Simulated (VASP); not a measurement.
# CsSnI3 (Pm-3m) in VASP: single point with LDA

Aim: the single point of CsSnI3 with LDA.

Everything below comes from runs of VASP 6.6.1. Logs are shortened: lines on timing, memory, paths and dates and some standing lists are left out, and cuts for length are marked.

### Step 1. The cell of the first run

Symmetry: Pm-3m, No. 221, cubic system. The conventional cell has a = 6.206 Å, b = 6.206 Å, c = 6.206 Å, α = 90.00°, β = 90.00°, γ = 90.00°. Within 5.8 Å of Cs (site symmetry m-3m) lie 12 I at 4.39 Å and 8 Sn at 5.37 Å. Within 4.1 Å of Sn (site symmetry m-3m) lie 6 I at 3.10 Å. I (site symmetry 4/mmm) has 2 Sn at 3.10 Å within 4.1 Å.

### Step 2. Single point, LDA

Input file INCAR:

```
SYSTEM = CsSnI3
  ALGO = Normal
  EDIFF = 1E-7
  ENCUT = 520
  GGA = CA
  ISIF = 2
  ISMEAR = 0
  LASPH = .TRUE.
  LCHARG = .FALSE.
  LREAL = .FALSE.
  LWAVE = .FALSE.
  NBANDS = 30
  NELM = 80
  PREC = Accurate
  SIGMA = 0.03
```

Input file KPOINTS:

```
k-points
0
G
  6 6 6
  0 0 0
```

Input file POSCAR:

```
CsSnI3
1.0
    6.2057000000      0.0000000000      0.0000000000
    0.0000000000      6.2057000000      0.0000000000
    0.0000000000      0.0000000000      6.2057000000
Cs Sn I
1 1 3
Direct
    0.0000000000      0.0000000000      0.0000000000
    0.5000000000      0.5000000000      0.5000000000
    0.0000000000      0.5000000000      0.5000000000
    0.5000000000      0.0000000000      0.5000000000
    0.5000000000      0.5000000000      0.0000000000
```

Potentials or basis: VASP PAW LDA potentials, release 64 (Cs_sv, Sn_d, I).

Command:

```bash
cat potpaw_LDA.64/Cs_sv/POTCAR potpaw_LDA.64/Sn_d/POTCAR potpaw_LDA.64/I/POTCAR > POTCAR
mpirun -np 1 vasp_std > vasp.out
```

OUTCAR:

```text
SYSTEM = CsSnI3
   EDIFF = 1E-7
   ENCUT = 520
   GGA = CA
   ISIF = 2
   ISMEAR = 0
   LASPH = .TRUE.
   LREAL = .FALSE.
   NELM = 80
   PREC = Accurate

 ion  position               nearest neighbor table
   1  0.000  0.000  0.000-
   2  0.500  0.500  0.500-   3 3.10   4 3.10   5 3.10   5 3.10   4 3.10   3 3.10
   3  0.000  0.500  0.500-   2 3.10   2 3.10
   4  0.500  0.000  0.500-   2 3.10   2 3.10
   5  0.500  0.500  0.000-   2 3.10   2 3.10

  LATTYP: Found a simple cubic cell.
 ALAT       =     6.2057000000

  Lattice vectors:

 A1 = (   6.2057000000,   0.0000000000,   0.0000000000)
 A2 = (   0.0000000000,   6.2057000000,   0.0000000000)
 A3 = (   0.0000000000,   0.0000000000,   6.2057000000)

Analysis of symmetry for initial positions (statically):
=====================================================================
 Subroutine PRICEL returns:
 Original cell was already a primitive cell.

 Routine SETGRP: Setting up the symmetry group for a
 simple cubic supercell.

 Subroutine GETGRP returns: Found 48 space group operations
 (whereof 48 operations were pure point group operations)
 out of a pool of 48 trial point group operations.

The static configuration has the point symmetry O_h .

Analysis of symmetry for dynamics (positions and initial velocities):
=====================================================================
 Subroutine PRICEL returns:
 Original cell was already a primitive cell.

 Routine SETGRP: Setting up the symmetry group for a
 simple cubic supercell.

 Subroutine GETGRP returns: Found 48 space group operations
 (whereof 48 operations were pure point group operations)
 out of a pool of 48 trial point group operations.

The dynamic configuration has the point symmetry O_h .

 Subroutine INISYM returns: Found 48 space group operations
 (whereof 48 operations are pure point group operations),
 and found     1 'primitive' translations

----------------------------------------------------------------------------------------

                                     Primitive cell

  volume of cell :     238.9859

  direct lattice vectors                    reciprocal lattice vectors
[... 84 lines left out ...]
   LSORBIT =      F    spin-orbit coupling
   LASPH  =      T    aspherical Exc in radial PAW
   ENCUT  =  520.0 eV  38.22 Ry    6.18 a.u.  11.54 11.54 11.54*2*pi/ulx,y,z
   NELM   =     80;   NELMIN=  2; NELMDL= -5     # of ELM steps
   EDIFF  = 0.1E-06   stopping-criterion for ELM
   LREAL  =      F    real-space projection
   EDIFFG = 0.1E-05   stopping-criterion for IOM
   NSW    =      0    number of steps for IOM
   IBRION =     -1    ionic relax: 0-MD 1-quasi-New 2-CG
   NFREE  =      0    steps in history (QN), initial steepest desc. (CG)
   ISIF   =      2    stress and relaxation
   ISYM   =      2    0-nonsym 1-usesym 2-fastsym
   POTIM  = 0.5000    time-step for ionic-motion
   TEBEG  =    0.0;   TEEND  =   0.0 temperature during run
   PSTRESS=    0.0 pullay stress
   NELECT =      44.0000    total number of electrons
   NUPDOWN=      -1.0000    fix difference up-down
   EMIN   =  10.00;   EMAX   =-10.00  energy-range for DOS
   EFERMI =   0.00;   METHOD = LEGACY
   ISMEAR =     0;   SIGMA  =   0.03  broadening in eV -4-tet -1-fermi 0-gaus
   EFERMI_NEDOS =   21; number of points for ismear=-14 and -15
   IALGO  =     38    algorithm
   IMIX   =      4    mixing-type and parameters
     AMIX     =   0.40;   BMIX     =  1.00
     AMIX_MAG =   1.60;   BMIX_MAG =  1.00
  volume/ion in A,a.u.               =      47.80       322.55
  Fermi-wavevector in a.u.,A,eV,Ry     =   0.931326  1.759950 11.801253  0.867368
  Thomas-Fermi vector in A             =   2.057807
   LORBIT       =      0    0 simple, 1 ext, 2 COOP (PROOUT), +10 PAW based schemes
   GGA     = CA    functional components
   LHFCALC =     F    Hartree Fock is set to
   AEXX    =    0.0000 exact exchange contribution
   IVDW    =     0    specifies the selected vdW correction
   LEPSILON=     F    determine dielectric tensor
   LRPA    =     F    only Hartree local field effects (RPA)
 non-spin polarized calculation
 Gauss-broadening in eV      SIGMA  =   0.03
  energy-cutoff  :      520.00
  volume of cell :      238.99
 maximum number of plane-waves:      6488
 NGX is ok and might be reduce to    48
   NGX = 23   NGY = 23   NGZ = 23

 number of electron      43.9999983 magnetization

 Free energy of the ion-electron system (eV)
  ---------------------------------------------------
  ext. energy  EPLUGINS =         0.00000000
  ---------------------------------------------------
  free energy    TOTEN  =       -16.00318102 eV

  energy without entropy =      -16.00318102  energy(sigma->0) =      -16.00318102

 E-fermi :   2.7575     XC(G=0):  -7.8830

 val. band max:        2.6294229632   @ k =   0.5000   0.5000   0.5000
 cond. band min:       2.9018248149   @ k =   0.5000   0.5000   0.5000
 fundamental gap:      0.2724018516
 Fermi energy:         2.7574976929

 k-point     1 :       0.0000    0.0000    0.0000
  band No.  band energies     occupation
      1     -19.5416      2.00000
      2     -19.3430      2.00000
      3     -19.3430      2.00000
      4     -19.3183      2.00000
      5     -19.3183      2.00000
      6     -19.3183      2.00000
[... 649 lines left out ...]
     29       6.5084      0.00000
     30       7.7460      0.00000

------------------------ aborting loop because EDIFF is reached ----------------------------------------

  FORCE on cell =-STRESS in cart. coord.  units (eV):
  Direction    XX          YY          ZZ          XY          YZ          ZX
  --------------------------------------------------------------------------------------
  -------------------------------------------------------------------------------------
  Total       -2.1316294     -2.1316294     -2.1316294     -0.0000000     -0.0000000      0.0000000
  in kB      -14.2905832    -14.2905832    -14.2905832     -0.0000000     -0.0000000      0.0000000
  external PRESSURE =     -14.2905832 kB  Pullay stress =       0.0000000 kB

 VOLUME and BASIS-vectors are now :
 -----------------------------------------------------------------------------
  energy-cutoff  :      520.00
  volume of cell :      238.99
      direct lattice vectors                 reciprocal lattice vectors
     6.205700000  0.000000000  0.000000000     0.161142176  0.000000000  0.000000000
     0.000000000  6.205700000  0.000000000     0.000000000  0.161142176  0.000000000
     0.000000000  0.000000000  6.205700000     0.000000000  0.000000000  0.161142176

 POSITION                                       TOTAL-FORCE (eV/Angst)
 -----------------------------------------------------------------------------------
      0.00000      0.00000      0.00000         0.000000      0.000000      0.000000
      3.10285      3.10285      3.10285         0.000000      0.000000      0.000000
      0.00000      3.10285      3.10285         0.000000      0.000000      0.000000
      3.10285      0.00000      3.10285         0.000000      0.000000      0.000000
      3.10285      3.10285      0.00000         0.000000      0.000000      0.000000
 -----------------------------------------------------------------------------------
    total drift:                                0.000000     -0.000000     -0.000000

  FREE ENERGIE OF THE ION-ELECTRON SYSTEM (eV)
  ---------------------------------------------------
  free  energy   TOTEN  =       -16.0031810203 eV

  energy  without entropy=      -16.0031810203  energy(sigma->0) =      -16.00318102
```

OSZICAR:

```text
N       E                     dE             d eps       ncg     rms          rms(c)
DAV:   1     0.336456085947E+03    0.33646E+03   -0.18068E+04  1200   0.133E+03
DAV:   2     0.264803058009E+02   -0.30998E+03   -0.29645E+03  1378   0.275E+02
DAV:   3    -0.144752399437E+02   -0.40956E+02   -0.40417E+02  1422   0.112E+02
DAV:   4    -0.162214644533E+02   -0.17462E+01   -0.17406E+01  1504   0.274E+01
DAV:   5    -0.162821625005E+02   -0.60698E-01   -0.60691E-01  1810   0.483E+00    0.428E+00
DAV:   6    -0.160407063102E+02    0.24146E+00   -0.35119E-01  1550   0.318E+00    0.277E+00
DAV:   7    -0.160059178548E+02    0.34788E-01   -0.23948E-01  1574   0.197E+00    0.914E-01
DAV:   8    -0.160036963942E+02    0.22215E-02   -0.38424E-02  1438   0.142E+00    0.267E-01
DAV:   9    -0.160033060458E+02    0.39035E-03   -0.38679E-03  1530   0.450E-01    0.871E-02
DAV:  10    -0.160031913554E+02    0.11469E-03   -0.44866E-04  1498   0.133E-01    0.352E-02
DAV:  11    -0.160031873171E+02    0.40384E-05   -0.20140E-04  1586   0.801E-02    0.342E-02
DAV:  12    -0.160031823581E+02    0.49590E-05   -0.23214E-05  1462   0.203E-02    0.197E-02
DAV:  13    -0.160031814093E+02    0.94881E-06   -0.28805E-06  1536   0.998E-03    0.479E-03
DAV:  14    -0.160031810300E+02    0.37928E-06   -0.22262E-06  1562   0.101E-02    0.250E-03
DAV:  15    -0.160031810203E+02    0.97480E-08   -0.23148E-07  1184   0.272E-03
   1 F= -.16003181E+02 E0= -.16003181E+02  d E =-.973160E-12
```

stdout:

```text
POSCAR found type information on POSCAR CsSnI
 POSCAR found :  3 types and       5 ions
 scaLAPACK will be used
 LDA part: xc-table for (Slater(with rela. corr.)+CA(PZ))
 , standard interpolation
 POSCAR, INCAR and KPOINTS ok, starting setup
 FFT: planning ... GRIDC
 FFT: planning ... GRID_SOFT
 FFT: planning ... GRID
 WAVECAR not read
 entering main loop
```

It took 5.4 min on 1 thread of AMD EPYC 7R43 (Zen 3), shared host; peak memory 0.31 GiB.

What came out:

```yaml
Free_energy: -16.0032 eV
Pressure: -1.4 GPa
Band_gap_on_the_k_mesh: 0.27 eV
```

Levels at points of the mesh, in eV from the valence-band top:
```
           k point  band 19  band 20  band 21  band 22  band 23  band 24  band 25  band 26
(0.00, 0.00, 0.00)    -2.27    -2.11    -2.11    -2.11     1.92     2.94     2.94     3.35
(0.50, 0.00, 0.00)    -2.45    -2.24    -2.24    -1.54     1.05     3.53     3.71     4.09
(0.50, 0.50, 0.00)    -2.60    -2.47    -1.68    -0.77     0.74     0.74     3.94     4.03
(0.50, 0.50, 0.50)    -1.66    -1.66    -1.66     0.00     0.27     0.27     0.27     2.79
```

Caveat: spin-orbit coupling is left out, which moves the levels of the heavy elements. A k mesh can miss the band edges.
